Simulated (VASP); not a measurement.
Input of a VASP 6.6.1 run:

Contents of INCAR:

```
PREC = Accurate ; ENCUT = 520
EDIFF = 1E-6 ; ISMEAR = 0
SIGMA = 0.1 ; LREAL = F
LASPH = T ; NELM = 60
ALGO = Normal ; ISIF = 2
LWAVE = F ; LCHARG = F
GGA = PE ; NBANDS = 16
```

Contents of KPOINTS:

```
Automatic mesh
0
Gamma
  6 6 4
```

File POSCAR:

```
AlN
1.0
    3.1285881400      0.0000000000      0.0000000000
   -1.5642940700      2.7094368000      0.0000000000
    0.0000000000      0.0000000000      5.0169550000
Al N
2 2
Direct
    0.6666666700      0.3333333300      0.4992870000
    0.3333333300      0.6666666700      0.9992870000
    0.6666666700      0.3333333300      0.8807130000
    0.3333333300      0.6666666700      0.3807130000
```

Potentials or basis: VASP PAW PBE potentials, release 64 (Al, N).

Run with:

```bash
$ cat potpaw_PBE.64/Al/POTCAR potpaw_PBE.64/N/POTCAR > POTCAR
$ mpirun -np 1 vasp_std > vasp.out
```

Question: What does it give for the pressure?

Answer: 0.0 GPa.

Question: What does it give for the largest force?

Answer: 0.004 eV/Å.

Forces in eV/Å, atoms in the order of the input:
```
Al   0.000  0.000 -0.004
Al   0.000  0.000 -0.004
N    0.000  0.000  0.004
N    0.000  0.000  0.004
```
